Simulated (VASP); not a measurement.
Input of a VASP 6.6.1 run:

File INCAR:

```
PREC     = Accurate       # precision mode
ENCUT    = 600            # plane-wave cutoff, eV
EDIFF    = 1E-8           # SCF threshold, eV
ISMEAR   = 0              # smearing method
SIGMA    = 0.01           # smearing width, eV
LREAL    = F              # projectors in reciprocal space
LASPH    = T              # aspherical terms in the spheres
NELM     = 60             # most SCF steps
ALGO     = Normal         # electronic algorithm
ISIF     = 3              # what is computed and relaxed
LWAVE    = F              # write WAVECAR
LCHARG   = F              # write CHGCAR
NBANDS   = 11             # bands
IBRION   = 6              # ionic algorithm
NFREE    = 2            
POTIM    = 0.015          # step
NSW      = 1              # ionic steps
```

KPOINTS

```
Automatic mesh
0
Gamma
  10 10 10
```

POSCAR

```
MgO
1.0
    0.0000000000      2.0438260750      2.0438260750
    2.0438260750      0.0000000000      2.0438260750
    2.0438260750      2.0438260750      0.0000000000
Mg O
1 1
Direct
    0.0000000000      0.0000000000      0.0000000000
    0.5000000000      0.5000000000      0.5000000000
```

Potentials or basis: VASP PAW LDA potentials, release 64 (Mg, O).

Run with:

```console
$ cat potpaw_LDA.64/Mg/POTCAR potpaw_LDA.64/O/POTCAR > POTCAR
$ mpirun -np 1 vasp_std > vasp.out
```

Q: Estimate the elastic constants C11, C12, C44.

A: 408, 101, 163 GPa.

Q: Estimate the Voigt bulk modulus.

A: 203 GPa.

Q: Predict the highest phonon frequency at Γ, LO-TO splitting left out.

A: 466 cm⁻¹.

Elastic tensor in Voigt notation (GPa, in the Cartesian axes of the cell as first typed):
```
408 101 101   0   0   0
101 408 101   0   0   0
101 101 408   0   0   0
  0   0   0 163   0   0
  0   0   0   0 163   0
  0   0   0   0   0 163
```

Caveat: the cell is under stress, which shifts elastic constants.
